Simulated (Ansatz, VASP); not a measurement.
**One calculation of Re, two programs**

```
Re
1.0
     2.84036    0.00000    0.00000
    -1.42018    2.45982    0.00000
     0.00000    0.00000    4.32653
Re
2
Direct
  0.33333 0.66667 0.25000
  0.66667 0.33333 0.75000
```

Alike in both runs: task single point; functional PBE; k mesh 18 × 18 × 10; occupations gaussian, width 0.1 eV; no spin polarisation.

|  | VASP | Ansatz |
| --- | --- | --- |
| version | VASP 6.6.1 | Ansatz 0.2.0 |
| potentials or method | VASP PAW PBE potentials, release 64 (Re), cutoff 520 eV | scalar-relativistic, plane waves, PAW |
| valence electrons in the cell | 14 | 30 |

```tsv
	VASP	Ansatz	Ansatz less VASP
gap on the k mesh at the Fermi level (eV)	none	none	-
pressure (GPa)	-3.1	-2.5	+0.52
traceless stress, the component that is largest in VASP (GPa)	14.76	15.10	+0.337
```

A gap of «none» marks a metal or a gap that the smearing closes. VASP's potentials hold 14 valence electrons a cell and Ansatz's 30, so a difference there can come from the potentials and not from the codes.

Spin-orbit coupling is off throughout.
